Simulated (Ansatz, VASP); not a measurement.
## One calculation of Zr2Zn, two programs

```
Zr Zn
1.0
    -1.55698    1.55698    5.37078
     1.55698   -1.55698    5.37078
     1.55698    1.55698   -5.37078
Zr Zn
2 1
Cartesian
  0.0000 0.0000 7.0479
  0.0000 0.0000 3.6936
  0.0000 0.0000 0.0000
```

Change from the starting cell: volume scaled by 0.85, LAPW.

Alike in both runs: task single point; functional PBEsol; k mesh 15 × 15 × 15; occupations fermi-dirac, width 0.05 eV; no spin polarisation.

|  | VASP | Ansatz |
| --- | --- | --- |
| version | VASP 6.6.1 | Ansatz 0.2.0 |
| potentials or method | VASP PAW PBE potentials, release 64 (Zr_sv, Zn), cutoff 520 eV | all-electron LAPW, scalar-relativistic |

|  | VASP | Ansatz | Ansatz less VASP |
| --- | --- | --- | --- |
| pressure (GPa) | 17.3 | 17.1 | -0.21 |
| rms of the force components (eV/Å) | 0.101 | 0.106 | +0.0052 |

VASP's potentials were made for PBE, not for PBEsol. Atom by atom the forces differ by 0.005 eV/Å (rms over components). Ansatz ran all-electron here, and VASP with PAW potentials.
